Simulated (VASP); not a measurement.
# W16N in VASP: single point with PBE

Aim: the single point of W16N with PBE.

Program: VASP 6.6.1. These are calculated values, not measurements. Logs are shortened: lines on timing, memory, paths and dates and some standing lists are left out, and cuts for length are marked.

### Step 1. The cell of the first run

The cell holds a slab with vacuum, 17 atoms: a = 6.367 Å, b = 6.367 Å, c = 20.143 Å, α = 90.00°, β = 90.00°, γ = 90.00°.

### Step 2. Single point, PBE

File INCAR:

```
PREC = Accurate
ENCUT = 520
EDIFF = 1E-6
ISMEAR = 0
SIGMA = 0.1
LREAL = Auto
LASPH = True
NELM = 80
ALGO = Normal
ISIF = 2
LWAVE = False
LCHARG = True
LDIPOL = True
IDIPOL = 3
DIPOL = 0.5 0.5 0.328
GGA = PE
LELF = True
LVHAR = True
LVACPOTAV = True
NBANDS = 128
```

File KPOINTS:

```
regular mesh
0
Gamma
  4 4 1
```

File POSCAR:

```
W16N
1.0
    6.3673983408      0.0000000000      0.0000000000
    0.0000000000      6.3673983408      0.0000000000
    0.0000000000      0.0000000000     20.1425775155
W N
16 1
Direct
    0.2500000000      0.2500000000      0.1985843171
    0.2500000000      0.7500000000      0.1985843171
    0.7500000000      0.2500000000      0.1985843171
    0.7500000000      0.7500000000      0.1985843171
    0.0000000000      0.0000000000      0.2776134078
    0.0000000000      0.5000000000      0.2776134078
    0.5000000000      0.0000000000      0.2776134078
    0.5000000000      0.5000000000      0.2776134078
    0.2500000000      0.2500000000      0.3599451785
    0.2500000000      0.7500000000      0.3599451785
    0.7500000000      0.2500000000      0.3599451785
    0.7500000000      0.7500000000      0.3599451785
    0.0000000000      0.0000000000      0.4290700884
    0.0000000000      0.5000000000      0.4290700884
    0.5000000000      0.0000000000      0.4290700884
    0.5000000000      0.5000000000      0.4290700884
    0.0000000000      0.1250000000      0.5071042546
```

Potentials or basis: VASP PAW PBE potentials, release 64 (W_sv, N).

Started as:

```
cat potpaw_PBE.64/W_sv/POTCAR potpaw_PBE.64/N/POTCAR > POTCAR
mpirun -np 1 vasp_std > vasp.out
```

OUTCAR:

```text
PREC = Accurate
   ENCUT = 520
   EDIFF = 1E-6
   ISMEAR = 0
   LREAL = Auto
   LASPH = True
   NELM = 80
   ISIF = 2
   GGA = PE

 ion  position               nearest neighbor table
   1  0.250  0.250  0.199-   5 2.76   6 2.76   7 2.76   8 2.76   2 3.18   3 3.18   2 3.18   3 3.18
                             9 3.25
   2  0.250  0.750  0.199-   5 2.76   6 2.76   7 2.76   8 2.76   1 3.18   4 3.18   1 3.18   4 3.18
                            10 3.25
   3  0.750  0.250  0.199-   5 2.76   6 2.76   7 2.76   8 2.76   1 3.18   4 3.18   4 3.18   1 3.18
                            11 3.25
   4  0.750  0.750  0.199-   5 2.76   6 2.76   7 2.76   8 2.76   2 3.18   3 3.18   3 3.18   2 3.18
                            12 3.25
   5  0.000  0.000  0.278-   1 2.76   2 2.76   3 2.76   4 2.76   9 2.80  10 2.80  11 2.80  12 2.80
                            13 3.05   7 3.18   6 3.18   6 3.18   7 3.18
   6  0.000  0.500  0.278-   1 2.76   2 2.76   3 2.76   4 2.76   9 2.80  10 2.80  11 2.80  12 2.80
                            14 3.05   8 3.18   5 3.18   5 3.18   8 3.18
   7  0.500  0.000  0.278-   1 2.76   2 2.76   3 2.76   4 2.76   9 2.80  10 2.80  11 2.80  12 2.80
                            15 3.05   8 3.18   5 3.18   8 3.18   5 3.18
   8  0.500  0.500  0.278-   1 2.76   2 2.76   3 2.76   4 2.76   9 2.80  10 2.80  11 2.80  12 2.80
                            16 3.05   7 3.18   6 3.18   7 3.18   6 3.18
   9  0.250  0.250  0.360-  13 2.65  14 2.65  15 2.65  16 2.65   5 2.80   6 2.80   7 2.80   8 2.80
                            10 3.18  11 3.18  10 3.18  11 3.18   1 3.25
  10  0.250  0.750  0.360-  13 2.65  14 2.65  15 2.65  16 2.65   5 2.80   6 2.80   7 2.80   8 2.80
                             9 3.18  12 3.18   9 3.18  12 3.18   2 3.25
  11  0.750  0.250  0.360-  13 2.65  14 2.65  15 2.65  16 2.65   5 2.80   6 2.80   7 2.80   8 2.80
                             9 3.18  12 3.18  12 3.18   9 3.18   3 3.25
  12  0.750  0.750  0.360-  13 2.65  14 2.65  15 2.65  16 2.65   5 2.80   6 2.80   7 2.80   8 2.80
                            10 3.18  11 3.18  11 3.18  10 3.18   4 3.25
  13  0.000  0.000  0.429-  17 1.76  10 2.65  11 2.65  12 2.65   9 2.65   5 3.05  15 3.18  14 3.18
                            14 3.18  15 3.18
  14  0.000  0.500  0.429-   9 2.65  10 2.65  11 2.65  12 2.65   6 3.05  13 3.18  16 3.18  13 3.18
                            16 3.18
  15  0.500  0.000  0.429-   9 2.65  10 2.65  11 2.65  12 2.65   7 3.05  13 3.18  16 3.18  16 3.18
                            13 3.18
  16  0.500  0.500  0.429-   9 2.65  10 2.65  11 2.65  12 2.65   8 3.05  14 3.18  15 3.18  15 3.18
                            14 3.18
  17  0.000  0.125  0.507-  13 1.76

  LATTYP: Found a simple tetragonal cell.
 ALAT       =     6.3673983408
 C/A-ratio  =     3.1633920853

  Lattice vectors:

 A1 = (   6.3673983408,   0.0000000000,   0.0000000000)
 A2 = (   0.0000000000,   6.3673983408,   0.0000000000)
 A3 = (   0.0000000000,   0.0000000000,  20.1425775155)

Analysis of symmetry for initial positions (statically):
=====================================================================
 Subroutine PRICEL returns:
 Original cell was already a primitive cell.

 Routine SETGRP: Setting up the symmetry group for a
 simple tetragonal supercell.

 Subroutine GETGRP returns: Found  2 space group operations
 (whereof  2 operations were pure point group operations)
 out of a pool of 16 trial point group operations.

The static configuration has the point symmetry C_1h.

Analysis of symmetry for dynamics (positions and initial velocities):
=====================================================================
 Subroutine PRICEL returns:
 Original cell was already a primitive cell.

 Routine SETGRP: Setting up the symmetry group for a
 simple tetragonal supercell.

 Subroutine GETGRP returns: Found  2 space group operations
 (whereof  2 operations were pure point group operations)
 out of a pool of 16 trial point group operations.

The dynamic configuration has the point symmetry C_1h.

 Subroutine INISYM returns: Found  2 space group operations
 (whereof  2 operations are pure point group operations),
 and found     1 'primitive' translations

----------------------------------------------------------------------------------------

                                     Primitive cell

  volume of cell :     816.6559

  direct lattice vectors                    reciprocal lattice vectors
     6.367398341  0.000000000  0.000000000     0.157050014  0.000000000  0.000000000
     0.000000000  6.367398341  0.000000000     0.000000000  0.157050014  0.000000000
     0.000000000  0.000000000 20.142577516     0.000000000  0.000000000  0.049646079

  length of vectors
     6.367398341  6.367398341 20.142577516     0.157050014  0.157050014  0.049646079
[... 57 lines left out ...]

  Shift w.r.t. Gamma in fractional coordinates (k-lattice)
     0.000000000  0.000000000  0.000000000

 Subroutine IBZKPT returns following result:
 ===========================================

 Found      9 irreducible k-points:

 Following reciprocal coordinates:
            Coordinates               Weight
  0.000000  0.000000  0.000000      1.000000
  0.250000  0.000000  0.000000      2.000000
  0.000000  0.250000  0.000000      2.000000
  0.500000  0.000000  0.000000      1.000000
  0.000000  0.500000  0.000000      1.000000
  0.250000  0.250000  0.000000      4.000000
  0.500000  0.250000  0.000000      2.000000
 -0.250000  0.500000  0.000000      2.000000
  0.500000  0.500000  0.000000      1.000000
   k-points           NKPTS =      9   k-points in BZ     NKDIM =      9   number of bands    NBANDS=    128
   number of dos      NEDOS =    301   number of ions     NIONS =     17
   total plane-waves  NPLWV = 345600
   dimension x,y,z NGX =    48 NGY =   48 NGZ =  150
   dimension x,y,z NGXF=    96 NGYF=   96 NGZF=  300
   ions per type =              16   1
   NGX,Y,Z   is equivalent  to a cutoff of  12.53, 12.53, 12.38 a.u.
   NGXF,Y,Z  is equivalent  to a cutoff of  25.06, 25.06, 24.76 a.u.
 SYSTEM =  unknown system
   PREC   = accura    normal or accurate (medium, high low for compatibility)
   ISTART =      0    job   : 0-new  1-cont  2-samecut
   ICHARG =      2    charge: 1-file 2-atom 10-const
   ISPIN  =      1    spin polarized calculation?
   LNONCOLLINEAR =      F non collinear calculations
   LSORBIT =      F    spin-orbit coupling
   LASPH  =      T    aspherical Exc in radial PAW
   ENCUT  =  520.0 eV  38.22 Ry    6.18 a.u.  11.84 11.84 37.45*2*pi/ulx,y,z
   NELM   =     80;   NELMIN=  2; NELMDL= -5     # of ELM steps
   EDIFF  = 0.1E-05   stopping-criterion for ELM
   LREAL  =      T    real-space projection
   EDIFFG = 0.1E-04   stopping-criterion for IOM
   NSW    =      0    number of steps for IOM
   IBRION =     -1    ionic relax: 0-MD 1-quasi-New 2-CG
   NFREE  =      0    steps in history (QN), initial steepest desc. (CG)
   ISIF   =      2    stress and relaxation
   ISYM   =      2    0-nonsym 1-usesym 2-fastsym
   POTIM  = 0.5000    time-step for ionic-motion
   TEBEG  =    0.0;   TEEND  =   0.0 temperature during run
   PSTRESS=    0.0 pullay stress
   NELECT =     229.0000    total number of electrons
   NUPDOWN=      -1.0000    fix difference up-down
   EMIN   =  10.00;   EMAX   =-10.00  energy-range for DOS
   EFERMI =   0.00;   METHOD = LEGACY
   ISMEAR =     0;   SIGMA  =   0.10  broadening in eV -4-tet -1-fermi 0-gaus
   EFERMI_NEDOS =   21; number of points for ismear=-14 and -15
   IALGO  =     38    algorithm
   IMIX   =      4    mixing-type and parameters
     AMIX     =   0.40;   BMIX     =  1.00
     AMIX_MAG =   1.60;   BMIX_MAG =  1.00
  volume/ion in A,a.u.               =      48.04       324.18
  Fermi-wavevector in a.u.,A,eV,Ry     =   1.071536  2.024910 15.622079  1.148190
  Thomas-Fermi vector in A             =   2.207280
   LORBIT       =      0    0 simple, 1 ext, 2 COOP (PROOUT), +10 PAW based schemes
   GGA     = PE    functional components
   LHFCALC =     F    Hartree Fock is set to
   AEXX    =    0.0000 exact exchange contribution
   IVDW    =     0    specifies the selected vdW correction
   LEPSILON=     F    determine dielectric tensor
   LRPA    =     F    only Hartree local field effects (RPA)
 non-spin polarized calculation
 Gauss-broadening in eV      SIGMA  =   0.10
  energy-cutoff  :      520.00
  volume of cell :      816.66
 maximum number of plane-waves:     22040
   NGX = 23   NGY = 23   NGZ = 75

 dipolmoment           0.000000      0.000000     -0.082076 electrons x Angstroem

 number of electron     228.9999964 magnetization

 dipolmoment           0.000000      0.000000      0.180854 electrons x Angstroem

 Free energy of the ion-electron system (eV)
  ---------------------------------------------------
  ext. energy  EPLUGINS =         0.00000000
  ---------------------------------------------------
  free energy    TOTEN  =      -194.39075489 eV

  energy without entropy =     -194.28367796  energy(sigma->0) =     -194.33721642

 E-fermi :   0.5614     XC(G=0):  -5.5143

 val. band max:        0.5601389732   @ k =   0.0000   0.0000   0.0000
 cond. band min:       0.5998403881   @ k =   0.5000   0.5000   0.0000
 fundamental gap:      0.0397014149
 Fermi energy:         0.5613809574

 k-point     1 :       0.0000    0.0000    0.0000
  band No.  band energies     occupation
      1     -73.3438      2.00000
      2     -73.2853      2.00000
      3     -73.2786      2.00000
      4     -73.2738      2.00000
      5     -73.2665      2.00000
      6     -73.2664      2.00000
[... 1150 lines left out ...]
    125       1.6999      0.00000
    126       1.9680      0.00000
 [bands above 126 left out]

------------------------ aborting loop because EDIFF is reached ----------------------------------------

  FORCE on cell =-STRESS in cart. coord.  units (eV):
  Direction    XX          YY          ZZ          XY          YZ          ZX
  --------------------------------------------------------------------------------------
  -------------------------------------------------------------------------------------
  Total      -19.9117302    -22.2404283     -8.4330282      0.0000000      1.9776017      0.0000000
  in kB      -39.0643407    -43.6329569    -16.5445535      0.0000000      3.8798089      0.0000000
  external PRESSURE =     -33.0806170 kB  Pullay stress =       0.0000000 kB

 VOLUME and BASIS-vectors are now :
 -----------------------------------------------------------------------------
  energy-cutoff  :      520.00
  volume of cell :      816.66
      direct lattice vectors                 reciprocal lattice vectors
     6.367398341  0.000000000  0.000000000     0.157050014  0.000000000  0.000000000
     0.000000000  6.367398341  0.000000000     0.000000000  0.157050014  0.000000000
     0.000000000  0.000000000 20.142577516     0.000000000  0.000000000  0.049646079

 POSITION                                       TOTAL-FORCE (eV/Angst)
 -----------------------------------------------------------------------------------
      1.59185      1.59185      4.00000         0.003818     -0.007800      2.089356
      1.59185      4.77555      4.00000         0.056211     -0.057840      2.110562
      4.77555      1.59185      4.00000        -0.003818     -0.007800      2.089356
      4.77555      4.77555      4.00000        -0.056211     -0.057840      2.110562
      0.00000      0.00000      5.59185         0.000000      0.135131     -2.532563
      0.00000      3.18370      5.59185         0.000000     -0.025543     -2.039276
[... 9 lines left out ...]
      3.18370      3.18370      8.64258         0.000000     -0.187454     -0.402473
      0.00000      0.79592     10.21439         0.000000      1.034993      0.260047
 -----------------------------------------------------------------------------------
    total drift:                                0.000000     -0.000249      0.008178

  FREE ENERGIE OF THE ION-ELECTRON SYSTEM (eV)
  ---------------------------------------------------
  free  energy   TOTEN  =      -194.3907548861 eV

  energy  without entropy=     -194.2836779593  energy(sigma->0) =     -194.33721642

 vacuum level on the upper side and lower side of the slab         5.503         4.696
```

Run time: 39 min. Hardware: 1 thread of AMD EPYC 9R45 (Zen 5), shared host; peak memory 1 GiB.

Results:

| Property | Result |
| --- | --- |
| Free energy | -194.3908 eV |
| Largest force | 2.536 eV/Å |
| Band gap on the k mesh | zero (an odd number of electrons rules out a gap without spin polarisation) |

Forces in eV/Å, atoms in the order of the input:
```
W    0.004 -0.008  2.089
W    0.056 -0.058  2.111
W   -0.004 -0.008  2.089
W   -0.056 -0.058  2.111
W    0.000  0.135 -2.533
W    0.000 -0.026 -2.039
W    0.000  0.043 -2.067
W    0.000  0.090 -2.306
W    0.849  0.640 -0.771
W    1.073 -0.814 -0.338
W   -0.849  0.640 -0.771
W   -1.073 -0.814 -0.338
W    0.000  0.333  2.263
W    0.000 -0.793  0.839
W    0.000 -0.151 -0.196
W    0.000 -0.187 -0.402
N    0.000  1.035  0.260
```

Caveat: spin-orbit coupling is left out, which moves the levels of the heavy elements.

The gap in the log of VASP goes by the Fermi energy; the results here count the filled bands.